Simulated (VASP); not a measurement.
# Ir in VASP: further runs, part 2 of 2

VASP 6.6.1. The steps go on from the part before.

## (3) Electric field gradients, PBEsol

This run uses another cell than the first one, of 14.15 Å³/atom, 0.980 times its volume.

File INCAR:

```
ALGO = Normal
EDIFF = 1E-8
ENCUT = 420
GGA = PS
GGA_COMPAT = F
ISIF = 2
ISMEAR = -1
LASPH = T
LCHARG = F
LEFG = T
LREAL = F
LWAVE = F
NBANDS = 14
NELM = 120
PREC = Accurate
SIGMA = 0.05
```

File KPOINTS:

```
k-points
0
Gamma
  18 18 18
```

File POSCAR:

```
Ir
1.0
    0.0000000000      1.9197000000      1.9197000000
    1.9197000000      0.0000000000      1.9197000000
    1.9197000000      1.9197000000      0.0000000000
Ir
1
Direct
    0.0000000000      0.0000000000      0.0000000000
```

Potentials or basis: VASP PAW PBE potentials, release 64 (Ir_sv_GW).

Launch:

```bash
cat potpaw_PBE.64/Ir_sv_GW/POTCAR > POTCAR
mpirun -np 1 vasp_std > vasp.out
```

OUTCAR:

```text
EDIFF = 1E-8
   ENCUT = 420
   GGA = PS
   ISIF = 2
   ISMEAR = -1
   LASPH = T
   LREAL = F
   NELM = 120
   PREC = Accurate

 ion  position               nearest neighbor table
   1  0.000  0.000  0.000-

  LATTYP: Found a face centered cubic cell.
 ALAT       =     3.8394000000

  Lattice vectors:

 A1 = (   0.0000000000,   1.9197000000,   1.9197000000)
 A2 = (   1.9197000000,   0.0000000000,   1.9197000000)
 A3 = (   1.9197000000,   1.9197000000,   0.0000000000)

Analysis of symmetry for initial positions (statically):
=====================================================================
 Subroutine PRICEL returns:
 Original cell was already a primitive cell.

 Routine SETGRP: Setting up the symmetry group for a
 face centered cubic supercell.

 Subroutine GETGRP returns: Found 48 space group operations
 (whereof 48 operations were pure point group operations)
 out of a pool of 48 trial point group operations.

The static configuration has the point symmetry O_h .

Analysis of symmetry for dynamics (positions and initial velocities):
=====================================================================
 Subroutine PRICEL returns:
 Original cell was already a primitive cell.

 Routine SETGRP: Setting up the symmetry group for a
 face centered cubic supercell.

 Subroutine GETGRP returns: Found 48 space group operations
 (whereof 48 operations were pure point group operations)
 out of a pool of 48 trial point group operations.

The dynamic configuration has the point symmetry O_h .

 Subroutine INISYM returns: Found 48 space group operations
 (whereof 48 operations are pure point group operations),
 and found     1 'primitive' translations

----------------------------------------------------------------------------------------

                                     Primitive cell

  volume of cell :      14.1491

  direct lattice vectors                    reciprocal lattice vectors
     0.000000000  1.919700000  1.919700000    -0.260457363  0.260457363  0.260457363
     1.919700000  0.000000000  1.919700000     0.260457363 -0.260457363  0.260457363
     1.919700000  1.919700000  0.000000000     0.260457363  0.260457363 -0.260457363

  length of vectors
     2.714865776  2.714865776  2.714865776     0.451125386  0.451125386  0.451125386

  position of ions in fractional coordinates (direct lattice)
     0.000000000  0.000000000  0.000000000

  ion indices of the primitive-cell ions
   primitive index   ion index
                 1           1

----------------------------------------------------------------------------------------

 KPOINTS: k-points

Automatic generation of k-mesh.
 Grid dimensions read from file:
 generate k-points for:   18   18   18

 Generating k-lattice:

  Cartesian coordinates                     Fractional coordinates (reciprocal lattice)
    -0.014469854  0.014469854  0.014469854     0.055555556  0.000000000  0.000000000
     0.014469854 -0.014469854  0.014469854     0.000000000  0.055555556  0.000000000
     0.014469854  0.014469854 -0.014469854     0.000000000  0.000000000  0.055555556

[... 65 lines left out ...]
   TEBEG  =    0.0;   TEEND  =   0.0 temperature during run
   PSTRESS=    0.0 pullay stress
   NELECT =      17.0000    total number of electrons
   NUPDOWN=      -1.0000    fix difference up-down
   EMIN   =  10.00;   EMAX   =-10.00  energy-range for DOS
   EFERMI =   0.00;   METHOD = LEGACY
   ISMEAR =    -1;   SIGMA  =   0.05  broadening in eV -4-tet -1-fermi 0-gaus
   EFERMI_NEDOS =   21; number of points for ismear=-14 and -15
   IALGO  =     38    algorithm
   IMIX   =      4    mixing-type and parameters
     AMIX     =   0.40;   BMIX     =  1.00
     AMIX_MAG =   1.60;   BMIX_MAG =  1.00
  volume/ion in A,a.u.               =      14.15        95.48
  Fermi-wavevector in a.u.,A,eV,Ry     =   1.740395  3.288869 41.211694  3.028974
  Thomas-Fermi vector in A             =   2.813052
   LORBIT       =      0    0 simple, 1 ext, 2 COOP (PROOUT), +10 PAW based schemes
   GGA     = PS    functional components
   LHFCALC =     F    Hartree Fock is set to
   AEXX    =    0.0000 exact exchange contribution
   IVDW    =     0    specifies the selected vdW correction
   LEPSILON=     F    determine dielectric tensor
   LRPA    =     F    only Hartree local field effects (RPA)
 non-spin polarized calculation
  energy-cutoff  :      420.00
  volume of cell :       14.15
 maximum number of plane-waves:       291
   NGX =  9   NGY =  9   NGZ =  9

 number of electron      16.9999999 magnetization

 Free energy of the ion-electron system (eV)
  ---------------------------------------------------
  ext. energy  EPLUGINS =         0.00000000
  ---------------------------------------------------
  free energy    TOTEN  =       -10.39426760 eV

  energy without entropy =      -10.38614542  energy(sigma->0) =      -10.39020651

 E-fermi :  12.7722     XC(G=0): -14.7051

 val. band max:       12.7705827090   @ k =   0.5000   0.2222   0.1111
 cond. band min:      12.7852584416   @ k =   0.3333   0.1111   0.0556
 fundamental gap:      0.0146757327
 Fermi energy:        12.7721961689

 k-point     1 :       0.0000    0.0000    0.0000
  band No.  band energies     occupation
      1     -80.2108      2.00000
      2     -36.6658      2.00000
      3     -36.6658      2.00000
      4     -36.6658      2.00000
      5       1.5792      2.00000
      6       8.8434      2.00000
      7       8.8434      2.00000
      8       8.8434      2.00000
      9      11.5549      2.00000
     10      11.5549      2.00000
     11      26.3254      0.00000
     12      31.8297      0.00000
     13      31.8297      0.00000
     14      31.8297      0.00000
[... 377 lines left out ...]
      1     -80.1786      2.00000
      2     -37.0469      2.00000
      3     -36.7447      2.00000
      4     -36.7099      2.00000
      5       3.8021      2.00000
      6       8.1661      2.00000
      7       9.3000      2.00000
      8       9.3920      2.00000
      9      11.2524      2.00000
     10      12.1173      2.00000
     11      26.5443      0.00000
     12      29.1828      0.00000
     13      34.3335      0.00000
     14      35.5045      0.00000

 [... further k-points ...]
[... 5 lines left out ...]
  --------------------------------------------------------------------------------------
  -------------------------------------------------------------------------------------
  Total       -0.4372659     -0.4372659     -0.4372659      0.0000000      0.0000000      0.0000000
  in kB      -49.5137783    -49.5137783    -49.5137783      0.0000000      0.0000000      0.0000000
  external PRESSURE =     -49.5137783 kB  Pullay stress =       0.0000000 kB

 VOLUME and BASIS-vectors are now :
 -----------------------------------------------------------------------------
  energy-cutoff  :      420.00
  volume of cell :       14.15
      direct lattice vectors                 reciprocal lattice vectors
     0.000000000  1.919700000  1.919700000    -0.260457363  0.260457363  0.260457363
     1.919700000  0.000000000  1.919700000     0.260457363 -0.260457363  0.260457363
     1.919700000  1.919700000  0.000000000     0.260457363  0.260457363 -0.260457363

 POSITION                                       TOTAL-FORCE (eV/Angst)
 -----------------------------------------------------------------------------------
      0.00000      0.00000      0.00000         0.000000      0.000000      0.000000
 -----------------------------------------------------------------------------------
    total drift:                                0.000000     -0.000000      0.000000

  FREE ENERGIE OF THE ION-ELECTRON SYSTEM (eV)
  ---------------------------------------------------
  free  energy   TOTEN  =       -10.3942676049 eV

  energy  without entropy=      -10.3861454209  energy(sigma->0) =      -10.39020651

 Electric field gradients (V/A^2)
---------------------------------------------------------------------
 ion       V_xx      V_yy      V_zz      V_xy      V_xz      V_yz
---------------------------------------------------------------------
   1      -0.000    -0.000    -0.000    -0.000    -0.000    -0.000
---------------------------------------------------------------------

 Electric field gradients after diagonalization (V/A^2)
 (convention: |V_zz| > |V_xx| > |V_yy|)
----------------------------------------------------------------------
 ion       V_xx      V_yy      V_zz     asymmetry (V_yy - V_xx)/ V_zz
----------------------------------------------------------------------
   1       0.000     0.000    -0.000       0.000
----------------------------------------------------------------------

           NMR quadrupolar parameters

 Cq : quadrupolar parameter    Cq=e*Q*V_zz/h
 eta: asymmetry parameters     (V_yy - V_xx)/ V_zz
 Q  : nuclear electric quadrupole moment in mb (millibarn)
----------------------------------------------------------------------
 ion       Cq(MHz)       eta       Q (mb)
----------------------------------------------------------------------
   1      -0.000       0.000       1.000
----------------------------------------------------------------------
```

OSZICAR:

```text
N       E                     dE             d eps       ncg     rms          rms(c)
DAV:   1     0.795175377218E+02    0.79518E+02   -0.10408E+04  6016   0.108E+03
DAV:   2    -0.106344663079E+02   -0.90152E+02   -0.86377E+02  6858   0.332E+02
DAV:   3    -0.116646594309E+02   -0.10302E+01   -0.10280E+01  5982   0.323E+01
DAV:   4    -0.116658025055E+02   -0.11431E-02   -0.11430E-02  6522   0.125E+00
DAV:   5    -0.116658041943E+02   -0.16888E-05   -0.16885E-05  5946   0.446E-02    0.794E+01
DAV:   6    -0.105150978239E+02    0.11507E+01   -0.15019E+00  5742   0.129E+01    0.426E+01
DAV:   7    -0.104141072359E+02    0.10099E+00   -0.44398E-01  6174   0.646E+00    0.774E+00
DAV:   8    -0.103944752463E+02    0.19632E-01   -0.68951E-02  5496   0.320E+00    0.363E-01
DAV:   9    -0.103943694898E+02    0.10576E-03   -0.63840E-04  6174   0.276E-01    0.204E-01
DAV:  10    -0.103942693137E+02    0.10018E-03   -0.15174E-04  5886   0.173E-01    0.354E-02
DAV:  11    -0.103942675844E+02    0.17293E-05   -0.56916E-06  6276   0.295E-02    0.103E-02
DAV:  12    -0.103942676328E+02   -0.48428E-07   -0.14077E-07  5970   0.384E-03    0.175E-02
DAV:  13    -0.103942676077E+02    0.25088E-07   -0.92838E-10  3288   0.426E-04    0.170E-03
DAV:  14    -0.103942676049E+02    0.28122E-08   -0.95874E-11  2868   0.110E-04
   1 F= -.10394268E+02 E0= -.10390207E+02  d E =-.812218E-02
```

stdout:

```text
POSCAR found type information on POSCAR Ir
 POSCAR found :  1 types and       1 ions
 scaLAPACK will be used
 -----------------------------------------------------------------------------
|                                                                             |
|                                                                             |
|     You enforced a specific xc type in the INCAR file but a different       |
|     I HOPE YOU KNOW WHAT YOU ARE DOING!                                     |
|                                                                             |
 -----------------------------------------------------------------------------

 LDA part: xc-table for (Slater+PW92), standard interpolation
 POSCAR, INCAR and KPOINTS ok, starting setup
 FFT: planning ... GRIDC
 FFT: planning ... GRID_SOFT
 FFT: planning ... GRID
 WAVECAR not read
 entering main loop
ion   1
```

It took 17 s on 1 thread of Intel Xeon Platinum 8559C (Emerald Rapids), shared host; peak memory 0.14 GiB.

What came out:

- Free energy: -10.3943 eV
- Pressure: -5.0 GPa

Caveat: without QUAD_EFG the Cq values of the log hold for a quadrupole moment of 1 mb, not for the nuclei; the PAW data sets were made with another functional, which shifts forces and pressure a little; spin-orbit coupling is left out, which moves the levels of the heavy elements.
